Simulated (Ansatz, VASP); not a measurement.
# Pt: VASP beside Ansatz

```
Pt
1.0
    -1.39142    1.59020    1.59020
     1.59020   -1.39142    1.59020
     1.59020    1.59020   -1.39142
Pt
1
Direct
  0.00000 0.00000 0.00000
```

Alike in both runs: task single point; functional r2SCAN; k mesh 24 × 24 × 24; occupations gaussian, width 0.15 eV; no spin polarisation.

|  | VASP | Ansatz |
| --- | --- | --- |
| version | VASP 6.6.1 | Ansatz 0.2.0 |
| potentials or method | VASP PAW PBE potentials, release 64 (Pt), cutoff 520 eV | scalar-relativistic, plane waves, PAW |
| valence electrons in the cell | 10 | 18 |

|  | VASP | Ansatz | Ansatz less VASP |
| --- | --- | --- | --- |
| gap on the k mesh at the Fermi level (eV) | none | none | - |
| pressure (GPa) | 3.1 | 2.5 | -0.66 |
| traceless stress, the component that is largest in VASP (GPa) | -6.67 | -6.49 | +0.181 |

VASP's potentials were made for PBE, not for r2SCAN. A gap of «none» marks a metal or a gap that the smearing closes. VASP's potentials hold 10 valence electrons a cell and Ansatz's 18, so a difference there can come from the potentials and not from the codes.

Neither program's run includes spin-orbit coupling.
